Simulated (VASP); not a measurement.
# Ti2GaS3 (P-6m2) in VASP: further runs, part 2 of 2

VASP 6.6.1.

**3. Single point, PBE**

This run uses another cell than the first one, of 17.27 Å³/atom.

Contents of INCAR:

```
PREC = Accurate ; ENCUT = 520
EDIFF = 1E-6 ; ISMEAR = 0
SIGMA = 0.2 ; LREAL = False
LASPH = True ; NELM = 80
ALGO = Normal ; ISIF = 2
LWAVE = False ; LCHARG = False
GGA = PE ; NBANDS = 67
```

Contents of KPOINTS:

```
regular mesh
0
Gamma
  6 6 1
```

Contents of POSCAR:

```
Ti2GaS3
1.0
    3.3253834921      0.0000000000      0.0000000000
   -1.6626917460      2.8798665815      0.0000000000
    0.0000000000      0.0000000000     21.6463466816
Ti Ga S
4 2 6
Direct
    0.0000000000      0.0000000000      0.1742870236
    0.0000000000      1.0000000000      0.6742870236
    0.0000000000      1.0000000000      0.3257129764
    0.0000000000      1.0000000000      0.8257129764
    0.0000000000      0.0000000000      0.0000000000
    1.0000000000      1.0000000000      0.5000000000
    0.3333333333      0.6666666667      0.1056417676
    0.3333333333      0.6666666667      0.6056417676
    0.3333333333      0.6666666667      0.2500000000
    0.3333333333      0.6666666667      0.7500000000
    0.3333333333      0.6666666667      0.3943582324
    0.3333333333      0.6666666667      0.8943582324
```

Potentials or basis: VASP PAW PBE potentials, release 64 (Ti_sv, Ga_d, S).

Launch:

```
cat potpaw_PBE.64/Ti_sv/POTCAR potpaw_PBE.64/Ga_d/POTCAR potpaw_PBE.64/S/POTCAR > POTCAR
mpirun -np 1 vasp_std > vasp.out
```

OUTCAR:

```text
PREC = Accurate
   ENCUT = 520
   EDIFF = 1E-6
   ISMEAR = 0
   LREAL = False
   LASPH = True
   NELM = 80
   ISIF = 2
   GGA = PE

 ion  position               nearest neighbor table
   1  0.000  0.000  0.174-   7 2.43   7 2.43   7 2.43   9 2.52   9 2.52   9 2.52
   2  0.000  0.000  0.674-   8 2.43   8 2.43   8 2.43  10 2.52  10 2.52  10 2.52
   3  0.000  0.000  0.326-  11 2.43  11 2.43  11 2.43   9 2.52   9 2.52   9 2.52
   4  0.000  0.000  0.826-  12 2.43  12 2.43  12 2.43  10 2.52  10 2.52  10 2.52
   5  0.000  0.000  0.000-
   6  0.000  0.000  0.500-
   7  0.333  0.667  0.106-   1 2.43   1 2.43   1 2.43
   8  0.333  0.667  0.606-   2 2.43   2 2.43   2 2.43
   9  0.333  0.667  0.250-   1 2.52   3 2.52   1 2.52   3 2.52   1 2.52   3 2.52
  10  0.333  0.667  0.750-   2 2.52   4 2.52   2 2.52   4 2.52   2 2.52   4 2.52
  11  0.333  0.667  0.394-   3 2.43   3 2.43   3 2.43
  12  0.333  0.667  0.894-   4 2.43   4 2.43   4 2.43
[... 7 lines left out ...]
 A1 = (   3.3253834921,   0.0000000000,   0.0000000000)
 A2 = (  -1.6626917460,   2.8798665815,   0.0000000000)
 A3 = (   0.0000000000,   0.0000000000,  21.6463466816)

Analysis of symmetry for initial positions (statically):
=====================================================================
 Subroutine PRICEL returns following result:

  LATTYP: Found a hexagonal cell.
 ALAT       =     3.3253834921
 C/A-ratio  =     3.2547143409

  Lattice vectors:

 A1 = (   3.3253834921,   0.0000000000,   0.0000000000)
 A2 = (  -1.6626917460,   2.8798665815,   0.0000000000)
 A3 = (   0.0000000000,   0.0000000000,  10.8231733408)

   2 primitive cells build up your supercell.

 Routine SETGRP: Setting up the symmetry group for a
 hexagonal supercell.

 Subroutine GETGRP returns: Found 12 space group operations
 (whereof 12 operations were pure point group operations)
 out of a pool of 24 trial point group operations.

The static configuration has the point symmetry D_3h.

Analysis of symmetry for dynamics (positions and initial velocities):
=====================================================================
 Subroutine PRICEL returns following result:

  LATTYP: Found a hexagonal cell.
 ALAT       =     3.3253834921
 C/A-ratio  =     3.2547143409

  Lattice vectors:

 A1 = (   3.3253834921,   0.0000000000,   0.0000000000)
 A2 = (  -1.6626917460,   2.8798665815,   0.0000000000)
 A3 = (   0.0000000000,   0.0000000000,  10.8231733408)

   2 primitive cells build up your supercell.

 Routine SETGRP: Setting up the symmetry group for a
 hexagonal supercell.

 Subroutine GETGRP returns: Found 12 space group operations
 (whereof 12 operations were pure point group operations)
 out of a pool of 24 trial point group operations.

The dynamic configuration has the point symmetry D_3h.

 Subroutine INISYM returns: Found 12 space group operations
 (whereof 12 operations are pure point group operations),
 and found     2 'primitive' translations

----------------------------------------------------------------------------------------
[... 62 lines left out ...]
  0.166667  0.166667  0.000000      6.000000
  0.333333  0.166667  0.000000     12.000000
  0.333333  0.333333  0.000000      2.000000
   k-points           NKPTS =      7   k-points in BZ     NKDIM =      7   number of bands    NBANDS=     67
   number of dos      NEDOS =    301   number of ions     NIONS =     12
   total plane-waves  NPLWV = 127008
   dimension x,y,z NGX =    28 NGY =   28 NGZ =  162
   dimension x,y,z NGXF=    56 NGYF=   56 NGZF=  324
   ions per type =               4   2   6
   NGX,Y,Z   is equivalent  to a cutoff of  14.00, 14.00, 12.44 a.u.
   NGXF,Y,Z  is equivalent  to a cutoff of  28.00, 28.00, 24.88 a.u.
 SYSTEM =  unknown system
   PREC   = accura    normal or accurate (medium, high low for compatibility)
   ISTART =      0    job   : 0-new  1-cont  2-samecut
   ICHARG =      2    charge: 1-file 2-atom 10-const
   ISPIN  =      1    spin polarized calculation?
   LNONCOLLINEAR =      F non collinear calculations
   LSORBIT =      F    spin-orbit coupling
   LASPH  =      T    aspherical Exc in radial PAW
   ENCUT  =  520.0 eV  38.22 Ry    6.18 a.u.   6.18  6.18 40.25*2*pi/ulx,y,z
   NELM   =     80;   NELMIN=  2; NELMDL= -5     # of ELM steps
   EDIFF  = 0.1E-05   stopping-criterion for ELM
   LREAL  =      F    real-space projection
   EDIFFG = 0.1E-04   stopping-criterion for IOM
   NSW    =      0    number of steps for IOM
   IBRION =     -1    ionic relax: 0-MD 1-quasi-New 2-CG
   NFREE  =      0    steps in history (QN), initial steepest desc. (CG)
   ISIF   =      2    stress and relaxation
   ISYM   =      2    0-nonsym 1-usesym 2-fastsym
   POTIM  = 0.5000    time-step for ionic-motion
   TEBEG  =    0.0;   TEEND  =   0.0 temperature during run
   PSTRESS=    0.0 pullay stress
   NELECT =     110.0000    total number of electrons
   NUPDOWN=      -1.0000    fix difference up-down
   EMIN   =  10.00;   EMAX   =-10.00  energy-range for DOS
   EFERMI =   0.00;   METHOD = LEGACY
   ISMEAR =     0;   SIGMA  =   0.20  broadening in eV -4-tet -1-fermi 0-gaus
   EFERMI_NEDOS =   21; number of points for ismear=-14 and -15
   IALGO  =     38    algorithm
   IMIX   =      4    mixing-type and parameters
     AMIX     =   0.40;   BMIX     =  1.00
     AMIX_MAG =   1.60;   BMIX_MAG =  1.00
  volume/ion in A,a.u.               =      17.27       116.58
  Fermi-wavevector in a.u.,A,eV,Ry     =   1.325377  2.504600 23.900329  1.756625
  Thomas-Fermi vector in A             =   2.454843
   LORBIT       =      0    0 simple, 1 ext, 2 COOP (PROOUT), +10 PAW based schemes
   GGA     = PE    functional components
   LHFCALC =     F    Hartree Fock is set to
   AEXX    =    0.0000 exact exchange contribution
   IVDW    =     0    specifies the selected vdW correction
   LEPSILON=     F    determine dielectric tensor
   LRPA    =     F    only Hartree local field effects (RPA)
 non-spin polarized calculation
 Gauss-broadening in eV      SIGMA  =   0.20
  energy-cutoff  :      520.00
  volume of cell :      207.30
 maximum number of plane-waves:      5610
 NGX is ok and might be reduce to    28
   NGX = 13   NGY = 13   NGZ = 81

 number of electron     110.0000032 magnetization

 Free energy of the ion-electron system (eV)
  ---------------------------------------------------
  ext. energy  EPLUGINS =         0.00000000
  ---------------------------------------------------
  free energy    TOTEN  =       -75.16429556 eV

  energy without entropy =      -74.98264161  energy(sigma->0) =      -75.07346859

 E-fermi :   7.2248     XC(G=0): -10.9045

 val. band max:        7.2190590628   @ k =   0.3333   0.3333   0.0000
 cond. band min:       7.2426832594   @ k =   0.3333   0.3333   0.0000
 fundamental gap:      0.0236241966
 Fermi energy:         7.2248218235

 k-point     1 :       0.0000    0.0000    0.0000
  band No.  band energies     occupation
      1     -49.8648      2.00000
      2     -49.8648      2.00000
      3     -49.8593      2.00000
      4     -49.8593      2.00000
      5     -26.2117      2.00000
      6     -26.2117      2.00000
[... 479 lines left out ...]
     66       9.2530      0.00000
     67       9.4639      0.00000

------------------------ aborting loop because EDIFF is reached ----------------------------------------

  FORCE on cell =-STRESS in cart. coord.  units (eV):
  Direction    XX          YY          ZZ          XY          YZ          ZX
  --------------------------------------------------------------------------------------
  -------------------------------------------------------------------------------------
  Total        0.0540044      0.0540044      0.2668641      0.0000000     -0.0000000      0.0000000
  in kB        0.4173891      0.4173891      2.0625381      0.0000000     -0.0000000      0.0000000
  external PRESSURE =       0.9657721 kB  Pullay stress =       0.0000000 kB

 VOLUME and BASIS-vectors are now :
 -----------------------------------------------------------------------------
  energy-cutoff  :      520.00
  volume of cell :      207.30
      direct lattice vectors                 reciprocal lattice vectors
     3.325383492  0.000000000  0.000000000     0.300717196  0.173619154  0.000000000
    -1.662691746  2.879866581  0.000000000     0.000000000  0.347238308  0.000000000
     0.000000000  0.000000000 21.646346682     0.000000000  0.000000000  0.046197172

 POSITION                                       TOTAL-FORCE (eV/Angst)
 -----------------------------------------------------------------------------------
      0.00000      0.00000      3.77268         0.000000     -0.000000      0.016346
      0.00000      0.00000     14.59585         0.000000      0.000000      0.016346
      0.00000      0.00000      7.05050        -0.000000      0.000000     -0.016346
      0.00000      0.00000     17.87367        -0.000000      0.000000     -0.016346
      0.00000      0.00000      0.00000        -0.000000     -0.000000      0.000000
      0.00000      0.00000     10.82317        -0.000000      0.000000     -0.000000
     -0.00000      1.91991      2.28676         0.000000     -0.000000     -0.005786
     -0.00000      1.91991     13.10993         0.000000     -0.000000     -0.005786
     -0.00000      1.91991      5.41159        -0.000000      0.000000      0.000000
     -0.00000      1.91991     16.23476         0.000000      0.000000      0.000000
     -0.00000      1.91991      8.53642         0.000000     -0.000000      0.005786
     -0.00000      1.91991     19.35959         0.000000     -0.000000      0.005786
 -----------------------------------------------------------------------------------
    total drift:                                0.000000     -0.000000      0.000000

  FREE ENERGIE OF THE ION-ELECTRON SYSTEM (eV)
  ---------------------------------------------------
  free  energy   TOTEN  =       -75.1642955579 eV

  energy  without entropy=      -74.9826416135  energy(sigma->0) =      -75.07346859
```

Run time: 1.7 min. Hardware: 1 thread of AMD EPYC 9R45 (Zen 5), shared host; peak memory 0.35 GiB.

Results:

| Item | Value |
| --- | --- |
| Free energy | -75.1643 eV |
| Pressure | 0.1 GPa |
| Largest force | 0.016 eV/Å |
| Band gap on the k mesh | zero (bands 55 and 56 overlap by 0.89 eV) |

Forces in eV/Å, atoms in the order of the input:
```
Ti   0.000  0.000  0.016
Ti   0.000  0.000  0.016
Ti   0.000  0.000 -0.016
Ti   0.000  0.000 -0.016
Ga   0.000  0.000  0.000
Ga   0.000  0.000  0.000
S    0.000  0.000 -0.006
S    0.000  0.000 -0.006
S    0.000  0.000  0.000
S    0.000  0.000  0.000
S    0.000  0.000  0.006
S    0.000  0.000  0.006
```

Stress tensor (GPa, compression positive):
```
0.04 0.00 0.00
0.00 0.04 0.00
0.00 0.00 0.21
```

Caveat: the k points lie up to 0.36 Å⁻¹ apart, too coarse for converged energies and pressures of a metal.

**4. Single point, PBE (15.20 Å³/atom)**

Contents of INCAR:

```
SYSTEM = Ti2GaS3
  PREC = Accurate
  ENCUT = 520
  EDIFF = 1E-6
  ISMEAR = 0
  SIGMA = 0.1
  LREAL = .FALSE.
  LASPH = .TRUE.
  NELM = 60
  ALGO = Normal
  ISIF = 2
  LWAVE = .FALSE.
  LCHARG = .FALSE.
  GGA = PE
  NBANDS = 36
```

Contents of KPOINTS:

```
regular mesh
0
G
  12 12 4
  0 0 0
```

Contents of POSCAR:

```
Ti2GaS3
1.0
    3.1991170684      0.0000000000      0.0000000000
   -1.5995585342      2.7705166509      0.0000000000
    0.0000000000      0.0000000000     10.2910690773
Ti Ga S
2 1 3
Direct
    0.0000000000      0.0000000000      0.3444378023
    0.0000000000      0.0000000000      0.6555621977
    0.0000000000      0.0000000000      0.0000000000
    0.3333333333      0.6666666667      0.1975297438
    0.3333333333      0.6666666667      0.5000000000
    0.3333333333      0.6666666667      0.8024702562
```

Launch:

```
cat potpaw_PBE.64/Ti_sv/POTCAR potpaw_PBE.64/Ga_d/POTCAR potpaw_PBE.64/S/POTCAR > POTCAR
mpirun -np 1 vasp_std > vasp.out
```

Wall time 2 min (1 thread of AMD EPYC 9R45 (Zen 5), shared host); peak memory 0.28 GiB.

The run converged. Its results:

```
Free energy            : -37.1497 eV
Pressure               : 11.7 GPa
Band gap on the k mesh : zero (an odd number of electrons rules out a gap without spin polarisation)
```

Stress tensor (GPa, compression positive):
```
11.67  0.00  0.00
 0.00 11.67  0.00
 0.00  0.00 11.77
```

Levels at points of the mesh, in eV from the Fermi level:
| k point | band 24 | band 25 | band 26 | band 27 | band 28 | band 29 | band 30 | band 31 | band 32 | band 33 |
| --- | --- | --- | --- | --- | --- | --- | --- | --- | --- | --- |
| (0.00, 0.00, 0.00) | -1.64 | -1.56 | -1.56 | 0.82 | 0.82 | 1.21 | 1.34 | 2.24 | 2.24 | 2.89 |
| (0.50, 0.00, 0.00) | -2.35 | -2.15 | -2.14 | -1.00 | -0.30 | 1.59 | 2.15 | 2.49 | 2.53 | 2.82 |
| (0.00, 0.00, 0.50) | -1.52 | -1.52 | -0.41 | -0.16 | 0.80 | 0.80 | 1.90 | 2.31 | 2.31 | 2.80 |
| (0.50, 0.00, 0.50) | -2.52 | -2.18 | -1.98 | -0.84 | -0.22 | 1.56 | 2.04 | 2.17 | 2.60 | 2.63 |

Caveat: the cell stands under pressure; an odd number of electrons without spin polarisation forces a metal; a magnetic or distorted state may lie lower.

**5. Overview**

```csv
cell,k mesh,smearing,gap on the mesh (eV),pressure (GPa),largest force (eV/Å)
"a = 3.350, b = 3.350, c = 21.250 Å, angles 90.0, 90.0, 120.0°, 12 atoms, atomic positions A",6 × 6 × 1,gaussian 0.2 eV,none,0.1,0.02
"a = 3.325, b = 3.325, c = 21.646 Å, angles 90.0, 90.0, 120.0°, 12 atoms, atomic positions B",6 × 6 × 1,gaussian 0.2 eV,none,0.1,0.02
"a = 3.199, b = 3.199, c = 10.291 Å, angles 90.0, 90.0, 120.0°, 6 atoms, atomic positions C",12 × 12 × 4,gaussian 0.1 eV,none,11.7,-
```

Alike in all rows: task single point; level PBE; potentials or basis VASP PAW PBE potentials, release 64 (Ti_sv, Ga_d, S); no spin polarisation; cutoff (eV) 520.

Caveats: some runs use coarse meshes; the cell stands under pressure (at least some runs); an odd number of electrons without spin polarisation forces a metal (at least some runs); a magnetic or distorted state may lie lower (at least some runs).

Absolute energies hang on the potentials; compare differences alone.

The gap in the log of VASP goes by the Fermi energy; the results here count the filled bands.